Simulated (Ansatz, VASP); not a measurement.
**One calculation of Zn2GeN, two programs**

Contents of INCAR:

```
SYSTEM = Zn2GeN
PREC = Accurate ; ENCUT = 600
EDIFF = 1E-6 ; ISMEAR = 0
SIGMA = 0.1 ; LREAL = .FALSE.
LASPH = .TRUE. ; NELM = 100
ALGO = Normal ; ISIF = 3
LWAVE = .FALSE. ; LCHARG = .FALSE.
GGA = PE ; IBRION = 2
NSW = 100 ; EDIFFG = -0.01
```

File KPOINTS:

```
regular mesh
0
G
  18 18 6
  0 0 0
```

The input POSCAR:

```
Zn2GeN
1.0
    3.3096782996      0.0000000000      0.0000000000
   -1.6548391498      2.8662654858      0.0000000000
    0.0000000000      0.0000000000      7.3014374664
Zn Ge N
2 1 1
Direct
    0.0000000000      0.0000000000      0.7519917595
    0.0000000000      0.0000000000      0.2480082405
    0.6666666667      0.3333333333      0.5000000000
    0.0000000000      0.0000000000      0.0000000000
```

Input for Ansatz:

```yaml
crystal:
  lattice:
    - [3.3096782996, 0.0, 0.0]
    - [-1.6548391498, 2.8662654858, 0.0]
    - [0.0, 0.0, 7.3014374664]
  atoms:
    - { symbol: Zn, position: [0.0, 0.0, 0.7519917595] }
    - { symbol: Zn, position: [0.0, 0.0, 0.2480082405] }
    - { symbol: Ge, position: [0.6666666667, 0.3333333333, 0.5] }
    - { symbol: "N", position: [0.0, 0.0, 0.0] }
basis:
  ecutwfc: 420
kpoints:
  mp_grid: { grid: [18, 18, 6] }
hamiltonian:
  xc: pbe
scf:
  occupations: { method: gaussian, width: 0.1 }
output:
  forces: true
  stress: true
  eigenvalues: true
  write_density: true
  write_potential: true
  elf: true
  volumetric_format: npy
relax:
  adjacent_minimum: "off"
  f_tol: 0.01
  max_steps: 80
  cell: { stress_tol: 0.05 }
```

Alike in both runs: task relaxation of cell and atoms; functional PBE; k mesh 18 × 18 × 6; occupations gaussian, width 0.1 eV; no spin polarisation.

```csv
,VASP,Ansatz
version,VASP 6.6.1,Ansatz 0.2.0
potentials or method,"VASP PAW PBE potentials, release 64 (Zn, Ge_d, N), cutoff 600 eV","scalar-relativistic, plane waves, PAW"
valence electrons in the cell,43,43
```

Ansatz gave:

* gap on the k mesh at the Fermi level, each at its own relaxed structure (eV): none
* relaxed volume (Å³/atom): 16.87
* relaxed cell length with the largest relative difference (Å): 7.417

Task: Estimate VASP's values.

Result: gap on the k mesh at the Fermi level, each at its own relaxed structure (eV): none; relaxed volume (Å³/atom): 16.91; relaxed cell length with the largest relative difference (Å): 7.444.

A gap of «none» marks a metal or a gap that the smearing closes.
